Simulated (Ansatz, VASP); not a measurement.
B in VASP and in Ansatz

Contents of INCAR:

```
SYSTEM = B
PREC = Accurate
ENCUT = 520
EDIFF = 1E-6
ISMEAR = -1
SIGMA = 0.1
LREAL = .False.
LASPH = .True.
NELM = 80
ALGO = Normal
ISIF = 2
LWAVE = .False.
LCHARG = .False.
GGA = PS
NBANDS = 10
```

Contents of KPOINTS:

```
Automatic mesh
0
Gamma
  23 23 5
  0 0 0
```

The input POSCAR:

```
B
1.0
    1.7323409927      0.0000000000      0.0000000000
   -0.8661704964      1.5002513077      0.0000000000
    0.0000000000      0.0000000000      7.2628763541
B
2
Direct
    0.3333333333      0.6666666667      0.2500000000
    0.6666666667      0.3333333333      0.7500000000
```

Input for Ansatz:

```yaml
crystal:
  lattice:
    - [1.7323409927, 0.0, 0.0]
    - [-0.8661704964, 1.5002513077, 0.0]
    - [0.0, 0.0, 7.2628763541]
  atoms:
    - { symbol: B, position: [0.3333333333, 0.6666666667, 0.25] }
    - { symbol: B, position: [0.6666666667, 0.3333333333, 0.75] }
hamiltonian:
  xc: pbesol
  pseudopotentials:
    kind: paw
    azcp:
      B: "pseudopotentials/B.paw.azcp"
basis:
  ecutwfc: 420
  fft_grid_basis: typed
kpoints:
  mp_grid: { grid: [23, 23, 5], shift: [0, 0, 0] }
magnetization:
  spin_polarized: false
scf:
  occupations: { method: fermi_dirac, width: 0.1 }
  lower_state_search: "off"
output:
  stress: true
  write_density: true
  write_potential: true
  elf: true
  volumetric_format: npy
```

Alike in both runs: task single point; functional PBEsol; k mesh 23 × 23 × 5; occupations fermi-dirac, width 0.1 eV; no spin polarisation.

|  | VASP | Ansatz |
| --- | --- | --- |
| version | VASP 6.6.1 | Ansatz 0.2.0 |
| potentials or method | VASP PAW PBE potentials, release 64 (B), cutoff 520 eV | plane waves (420 eV) with PAW, scalar-relativistic |
| valence electrons in the cell | 6 | 6 |

```csv
,VASP,Ansatz,Ansatz less VASP
pressure (GPa),-7.8,-7.9,-0.15
"traceless stress, the component that is largest in VASP (GPa)",7.01,7.26,+0.246
```

VASP's potentials were made for PBE, not for PBEsol, and Ansatz warns of the same on its side.
